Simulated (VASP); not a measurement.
Set up this calculation in VASP 6.6.1, as the native input.

```
Task                   : single point
Functional             : PBE
Potentials or basis    : VASP PAW PBE potentials, release 64 (P)
Cutoff                 : 520 eV
k mesh                 : 4 × 4 × 4
Occupations            : gaussian, width 0.1 eV
Spin                   : no spin polarisation
Dipole correction      : no
Further INCAR settings : ALGO = Normal; EDIFF = 1e-06; NBANDS = 30
```

The structure of P lies in POSCAR:

```
P
1.0
   -3.9296036114      3.9350097859      3.2385613663
    3.9464505996     -3.9501515949      3.2011902958
    3.9278121537      3.9481544815     -3.2281563574
P
8
Direct
    0.7768046201      1.0263526966      0.8693927579
    0.1564822845      0.9072463801      0.1304415551
    0.6568986630      0.4062765286      0.6303508818
    0.7764838498      0.0269012529      0.3695539218
    0.5933915087      0.2236090643      0.2506420374
    0.9732930965      0.3429004277      0.7495520994
   -0.0263581142      0.8432332190      0.7505556011
    0.0930040917      0.2234804307      0.2495111455
```

These files were run (other wordings do the same):

INCAR

```
SYSTEM = P
ALGO     = Normal         ! electronic algorithm
EDIFF    = 1E-6           ! SCF threshold, eV
ENCUT    = 520            ! plane-wave cutoff, eV
GGA      = PE             ! functional
ISIF     = 2              ! what is computed and relaxed
ISMEAR   = 0              ! smearing method
LASPH    = .True.         ! aspherical terms in the spheres
LCHARG   = .False.        ! write CHGCAR
LREAL    = .False.        ! projectors in reciprocal space
LWAVE    = .False.        ! write WAVECAR
NBANDS   = 30             ! bands
NELM     = 60             ! most SCF steps
PREC     = Accurate       ! precision mode
SIGMA    = 0.1            ! smearing width, eV
```

KPOINTS

```
k-points
0
Gamma
  4 4 4
  0 0 0
```

Potentials or basis: VASP PAW PBE potentials, release 64 (P).

Command:

```bash
$ cat potpaw_PBE.64/P/POTCAR > POTCAR
$ mpirun -np 1 vasp_std > vasp.out
```

Results of the run:

```json
{"Pressure": "-0.3 GPa", "Largest force": "0.077 eV/Å", "Band gap on the k mesh": "1.62 eV (least direct gap 1.70 eV)"}
```

Wall time 5.8 min on 1 thread of Oxide Virtual Turin-like Processor (shared host), peak memory 0.34 GiB.
